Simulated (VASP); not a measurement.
# W9C8 in VASP: single point with PBEsol

Aim: the single point of W9C8 with PBEsol.

All numbers are computed with VASP 6.6.1; they aren't measurements. Logs are shortened: lines on timing, memory, paths and dates and some standing lists are left out, and cuts for length are marked.

**1. The cell of the first run**

The cell holds a slab with vacuum, 17 atoms: a = 5.806 Å, b = 5.663 Å, c = 15.190 Å, α = 90.00°, β = 90.00°, γ = 90.00°.

**2. Single point, PBEsol**

File INCAR:

```
  PREC = Accurate
  ENCUT = 520
  EDIFF = 1E-7
  ISMEAR = 0
  SIGMA = 0.05
  LREAL = Auto
  LASPH = True
  NELM = 80
  ALGO = Normal
  ISIF = 2
  LWAVE = False
  LCHARG = False
  GGA = PS
  NBANDS = 93
```

File KPOINTS:

```
Automatic mesh
0
Gamma
  4 5 1
```

File POSCAR:

```
W9C8
1.0
    5.8060000000      0.0000000000      0.0000000000
    0.0000000000      5.6630000000      0.0000000000
    0.0000000000      0.0000000000     15.1901200000
W C
9 8
Direct
    0.0000000000      0.0000000000      0.0658322647
    0.2486305546     -0.0097383013      0.2361313801
    0.0000000000      0.5000000000      0.0658322647
    0.2495800896      0.4942468656      0.2354436305
    0.5000000000      0.0000000000      0.0658322647
    0.7515723390     -0.0088942257      0.2362710762
    0.5000000000      0.5000000000      0.0658322647
    0.7508975198      0.4948292425      0.2358096579
    0.0036391664      0.3708705633      0.4099963002
    0.0003620393      0.2466438284      0.1750380510
    0.2363301757      0.2382622285      0.3401108747
    0.0000227351      0.7492541056      0.1720147701
    0.2090502928      0.7340773442      0.3368377603
    0.5001303824      0.2463637648      0.1738781524
    0.7666255598      0.2405502384      0.3403722946
    0.4998430934      0.7476579551      0.1734683465
    0.7880552876      0.7376048031      0.3360807551
```

Potentials or basis: VASP PAW PBE potentials, release 64 (W_sv, C).

Run with:

```console
$ cat potpaw_PBE.64/W_sv/POTCAR potpaw_PBE.64/C/POTCAR > POTCAR
$ mpirun -np 1 vasp_std > vasp.out
```

OUTCAR:

```text
PREC = Accurate
   ENCUT = 520
   EDIFF = 1E-7
   ISMEAR = 0
   LREAL = Auto
   LASPH = True
   NELM = 80
   ISIF = 2
   GGA = PS

 ion  position               nearest neighbor table
   1  0.000  0.000  0.066-  12 2.15  10 2.17   3 2.83   3 2.83   5 2.90   5 2.90   2 2.96   6 2.96

   2  0.249  0.990  0.236-  11 2.11  13 2.12  12 2.21  16 2.22  10 2.25  14 2.26   4 2.81   4 2.85
                             6 2.89   6 2.92   1 2.96   5 2.97
   3  0.000  0.500  0.066-  12 2.14  10 2.19   1 2.83   1 2.83   7 2.90   7 2.90   4 2.96   8 2.96

   4  0.250  0.494  0.235-  13 2.07  11 2.15  10 2.21  14 2.23  16 2.25  12 2.26   2 2.81   2 2.85
                             8 2.90   8 2.91   3 2.96   7 2.96   9 3.09
   5  0.500  0.000  0.066-  14 2.15  16 2.17   7 2.83   7 2.83   1 2.90   1 2.90   2 2.97   6 2.97

   6  0.752  0.991  0.236-  17 2.10  15 2.12  12 2.22  16 2.22  10 2.25  14 2.26   8 2.81   8 2.85
                             2 2.89   2 2.92   1 2.96   5 2.97
   7  0.500  0.500  0.066-  16 2.15  14 2.18   5 2.83   5 2.83   3 2.90   3 2.90   4 2.96   8 2.96

   8  0.751  0.495  0.236-  17 2.06  15 2.15  10 2.22  14 2.23  16 2.25  12 2.26   6 2.81   6 2.85
                             4 2.90   4 2.91   3 2.96   7 2.96   9 3.11
   9  0.004  0.371  0.410-  11 1.88  15 1.89  13 2.62  17 2.67   4 3.09   8 3.11
  10  0.000  0.247  0.175-   1 2.17   3 2.19   4 2.21   8 2.22   6 2.25   2 2.25
  11  0.236  0.238  0.340-   9 1.88   2 2.11   4 2.15
  12  0.000  0.749  0.172-   3 2.14   1 2.15   2 2.21   6 2.22   8 2.26   4 2.26
  13  0.209  0.734  0.337-   4 2.07   2 2.12   9 2.62
  14  0.500  0.246  0.174-   5 2.15   7 2.18   4 2.23   8 2.23   6 2.26   2 2.26
  15  0.767  0.241  0.340-   9 1.89   6 2.12   8 2.15
  16  0.500  0.748  0.173-   7 2.15   5 2.17   2 2.22   6 2.22   4 2.25   8 2.25
  17  0.788  0.738  0.336-   8 2.06   6 2.10   9 2.67

  LATTYP: Found a simple orthorhombic cell.
 ALAT       =     5.6630000000
 B/A-ratio  =     1.0252516334
 C/A-ratio  =     2.6823450468

  Lattice vectors:

 A1 = (   0.0000000000,  -5.6630000000,   0.0000000000)
 A2 = (   5.8060000000,   0.0000000000,   0.0000000000)
 A3 = (   0.0000000000,   0.0000000000,  15.1901200000)

Analysis of symmetry for initial positions (statically):
=====================================================================
 Subroutine PRICEL returns:
 Original cell was already a primitive cell.

 Routine SETGRP: Setting up the symmetry group for a
 simple orthorhombic supercell.

 Subroutine GETGRP returns: Found  1 space group operations
 (whereof  1 operations were pure point group operations)
 out of a pool of  8 trial point group operations.

The static configuration has the point symmetry C_1 .

Analysis of symmetry for dynamics (positions and initial velocities):
=====================================================================
 Subroutine PRICEL returns:
 Original cell was already a primitive cell.

 Routine SETGRP: Setting up the symmetry group for a
 simple orthorhombic supercell.

 Subroutine GETGRP returns: Found  1 space group operations
 (whereof  1 operations were pure point group operations)
 out of a pool of  8 trial point group operations.

The dynamic configuration has the point symmetry C_1 .

 Subroutine INISYM returns: Found  1 space group operations
 (whereof  1 operations are pure point group operations),
 and found     1 'primitive' translations

----------------------------------------------------------------------------------------

                                     Primitive cell

  volume of cell :     499.4417

  direct lattice vectors                    reciprocal lattice vectors
     5.806000000  0.000000000  0.000000000     0.172235618  0.000000000  0.000000000
     0.000000000  5.663000000  0.000000000     0.000000000  0.176584849  0.000000000
     0.000000000  0.000000000 15.190120000     0.000000000  0.000000000  0.065832265

  length of vectors
     5.806000000  5.663000000 15.190120000     0.172235618  0.176584849  0.065832265

  position of ions in fractional coordinates (direct lattice)
     0.000000000  0.000000000  0.065832265
     0.248630555  0.990261699  0.236131380
     0.000000000  0.500000000  0.065832265
     0.249580090  0.494246866  0.235443631
     0.500000000  0.000000000  0.065832265
     0.751572339  0.991105774  0.236271076
[... 9 lines left out ...]
     0.499843093  0.747657955  0.173468347
     0.788055288  0.737604803  0.336080755

  ion indices of the primitive-cell ions
   primitive index   ion index
                 1           1
                 2           2
                 3           3
                 4           4
                 5           5
                 6           6
[... 9 lines left out ...]
                16          16
                17          17

----------------------------------------------------------------------------------------

 KPOINTS: Automatic mesh

Automatic generation of k-mesh.
 Grid dimensions read from file:
 generate k-points for:    4    5    1

 Generating k-lattice:

  Cartesian coordinates                     Fractional coordinates (reciprocal lattice)
     0.043058905  0.000000000  0.000000000     0.250000000  0.000000000  0.000000000
     0.000000000  0.035316970  0.000000000     0.000000000  0.200000000  0.000000000
     0.000000000  0.000000000  0.065832265     0.000000000  0.000000000  1.000000000

  Length of vectors
     0.043058905  0.035316970  0.065832265

  Shift w.r.t. Gamma in fractional coordinates (k-lattice)
     0.000000000  0.000000000  0.000000000

 Subroutine IBZKPT returns following result:
 ===========================================

 Found     11 irreducible k-points:

 Following reciprocal coordinates:
            Coordinates               Weight
  0.000000  0.000000  0.000000      1.000000
  0.250000  0.000000  0.000000      2.000000
  0.500000  0.000000  0.000000      1.000000
  0.000000  0.200000  0.000000      2.000000
  0.250000  0.200000  0.000000      2.000000
 -0.250000  0.200000  0.000000      2.000000
  0.500000  0.200000  0.000000      2.000000
  0.000000  0.400000  0.000000      2.000000
  0.250000  0.400000  0.000000      2.000000
 -0.250000  0.400000  0.000000      2.000000
  0.500000  0.400000  0.000000      2.000000
   k-points           NKPTS =     11   k-points in BZ     NKDIM =     11   number of bands    NBANDS=     93
   number of dos      NEDOS =    301   number of ions     NIONS =     17
   total plane-waves  NPLWV = 241920
   dimension x,y,z NGX =    48 NGY =   42 NGZ =  120
   dimension x,y,z NGXF=    96 NGYF=   84 NGZF=  240
   ions per type =               9   8
   NGX,Y,Z   is equivalent  to a cutoff of  13.74, 12.33, 13.13 a.u.
   NGXF,Y,Z  is equivalent  to a cutoff of  27.49, 24.66, 26.27 a.u.
 SYSTEM =  unknown system
   PREC   = accura    normal or accurate (medium, high low for compatibility)
   ISTART =      0    job   : 0-new  1-cont  2-samecut
   ICHARG =      2    charge: 1-file 2-atom 10-const
   ISPIN  =      1    spin polarized calculation?
   LNONCOLLINEAR =      F non collinear calculations
   LSORBIT =      F    spin-orbit coupling
   LASPH  =      T    aspherical Exc in radial PAW
   ENCUT  =  520.0 eV  38.22 Ry    6.18 a.u.  10.80 10.53 28.24*2*pi/ulx,y,z
   NELM   =     80;   NELMIN=  2; NELMDL= -5     # of ELM steps
   EDIFF  = 0.1E-06   stopping-criterion for ELM
   LREAL  =      T    real-space projection
   EDIFFG = 0.1E-05   stopping-criterion for IOM
   NSW    =      0    number of steps for IOM
   IBRION =     -1    ionic relax: 0-MD 1-quasi-New 2-CG
   NFREE  =      0    steps in history (QN), initial steepest desc. (CG)
   ISIF   =      2    stress and relaxation
   ISYM   =      2    0-nonsym 1-usesym 2-fastsym
   POTIM  = 0.5000    time-step for ionic-motion
   TEBEG  =    0.0;   TEEND  =   0.0 temperature during run
   PSTRESS=    0.0 pullay stress
   NELECT =     158.0000    total number of electrons
   NUPDOWN=      -1.0000    fix difference up-down
   EMIN   =  10.00;   EMAX   =-10.00  energy-range for DOS
   EFERMI =   0.00;   METHOD = LEGACY
   ISMEAR =     0;   SIGMA  =   0.05  broadening in eV -4-tet -1-fermi 0-gaus
   EFERMI_NEDOS =   21; number of points for ismear=-14 and -15
   IALGO  =     38    algorithm
   IMIX   =      4    mixing-type and parameters
     AMIX     =   0.40;   BMIX     =  1.00
     AMIX_MAG =   1.60;   BMIX_MAG =  1.00
  volume/ion in A,a.u.               =      29.38       198.26
  Fermi-wavevector in a.u.,A,eV,Ry     =   1.115490  2.107970 16.929967  1.244317
  Thomas-Fermi vector in A             =   2.252095
   LORBIT       =      0    0 simple, 1 ext, 2 COOP (PROOUT), +10 PAW based schemes
   GGA     = PS    functional components
   LHFCALC =     F    Hartree Fock is set to
   AEXX    =    0.0000 exact exchange contribution
   IVDW    =     0    specifies the selected vdW correction
   LEPSILON=     F    determine dielectric tensor
   LRPA    =     F    only Hartree local field effects (RPA)
 non-spin polarized calculation
 Gauss-broadening in eV      SIGMA  =   0.05
  energy-cutoff  :      520.00
  volume of cell :      499.44
 maximum number of plane-waves:     13496
 NGX is ok and might be reduce to    48
   NGX = 21   NGY = 21   NGZ = 57

 number of electron     158.0000002 magnetization

 Free energy of the ion-electron system (eV)
  ---------------------------------------------------
  ext. energy  EPLUGINS =         0.00000000
  ---------------------------------------------------
  free energy    TOTEN  =      -177.24342374 eV

  energy without entropy =     -177.22790062  energy(sigma->0) =     -177.23566218

 E-fermi :   1.3803     XC(G=0):  -6.7786

 val. band max:        1.3749326714   @ k =   0.5000   0.2000   0.0000
 cond. band min:       1.3900585804   @ k =   0.0000   0.0000   0.0000
 fundamental gap:      0.0151259089
 Fermi energy:         1.3802983630

 k-point     1 :       0.0000    0.0000    0.0000
  band No.  band energies     occupation
      1     -73.0612      2.00000
      2     -72.8595      2.00000
      3     -72.8254      2.00000
      4     -72.8197      2.00000
      5     -72.7854      2.00000
      6     -72.7738      2.00000
[... 1023 lines left out ...]
     90       2.4005      0.00000
     91       2.4647      0.00000
 [bands above 91 left out]

------------------------ aborting loop because EDIFF is reached ----------------------------------------

  FORCE on cell =-STRESS in cart. coord.  units (eV):
  Direction    XX          YY          ZZ          XY          YZ          ZX
  --------------------------------------------------------------------------------------
  -------------------------------------------------------------------------------------
  Total      -28.9830340    -24.7974918    -26.2587150     -0.3469450      8.0355078     -0.1444229
  in kB      -92.9757372    -79.5487830    -84.2362944     -1.1129776     25.7774000     -0.4632994
  external PRESSURE =     -85.5869382 kB  Pullay stress =       0.0000000 kB

 VOLUME and BASIS-vectors are now :
 -----------------------------------------------------------------------------
  energy-cutoff  :      520.00
  volume of cell :      499.44
      direct lattice vectors                 reciprocal lattice vectors
     5.806000000  0.000000000  0.000000000     0.172235618  0.000000000  0.000000000
     0.000000000  5.663000000  0.000000000     0.000000000  0.176584849  0.000000000
     0.000000000  0.000000000 15.190120000     0.000000000  0.000000000  0.065832265

 POSITION                                       TOTAL-FORCE (eV/Angst)
 -----------------------------------------------------------------------------------
      0.00000      0.00000      1.00000        -0.006919     -0.074208      1.264300
      1.44355      5.60785      3.58686        -0.027297     -0.295811      0.357909
      0.00000      2.83150      1.00000         0.001821     -0.331001      0.785189
      1.44906      2.79892      3.57642         0.003124     -0.191155      0.308478
      2.90300      0.00000      1.00000         0.004592      0.185314      1.572522
      4.36363      5.61263      3.58899         0.032909     -0.266065      0.383458
[... 9 lines left out ...]
      2.90209      4.23399      2.63500        -0.008008     -0.062043     -0.211298
      4.57545      4.17706      5.10511         1.158246     -0.343365     -0.380012
 -----------------------------------------------------------------------------------
    total drift:                                0.000679      0.014947     -0.003123

  FREE ENERGIE OF THE ION-ELECTRON SYSTEM (eV)
  ---------------------------------------------------
  free  energy   TOTEN  =      -177.2434237424 eV

  energy  without entropy=     -177.2279006182  energy(sigma->0) =     -177.23566218
```

It took 28 min on 1 thread of Intel Xeon 8259CL, shared host; peak memory 0.67 GiB.

What came out:

```
Free energy            : -177.2434 eV
Largest force          : 5.762 eV/Å
Band gap on the k mesh : zero (bands 79 and 80 overlap by 0.31 eV)
```

Forces on the atoms (eV/Å):
```
W   -0.007 -0.074  1.264
W   -0.027 -0.296  0.358
W    0.002 -0.331  0.785
W    0.003 -0.191  0.308
W    0.005  0.185  1.573
W    0.033 -0.266  0.383
W    0.013 -0.348  1.408
W    0.012 -0.184  0.358
W   -0.025  3.257 -4.753
C    0.012 -0.082 -0.089
C   -0.405 -0.370 -0.080
C    0.005 -0.015 -0.339
C   -1.254 -0.470 -0.305
C    0.002 -0.107 -0.193
C    0.481 -0.303 -0.087
C   -0.008 -0.062 -0.211
C    1.158 -0.343 -0.380
```

Levels at points of the mesh, in eV from the Fermi level:
| k point | band 75 | band 76 | band 77 | band 78 | band 79 | band 80 | band 81 | band 82 | band 83 | band 84 |
| --- | --- | --- | --- | --- | --- | --- | --- | --- | --- | --- |
| (0.00, 0.00, 0.00) | -0.53 | -0.44 | -0.13 | -0.05 | 0.01 | 0.42 | 0.59 | 0.61 | 0.98 | 1.08 |
| (0.50, 0.00, 0.00) | -0.67 | -0.56 | -0.53 | -0.36 | -0.06 | -0.04 | 0.06 | 0.23 | 0.32 | 0.45 |

Caveat: there is no dipole correction, which matters where the two faces differ; the PAW data sets were made with another functional, which shifts forces and pressure a little; spin-orbit coupling is left out, which moves the levels of the heavy elements.
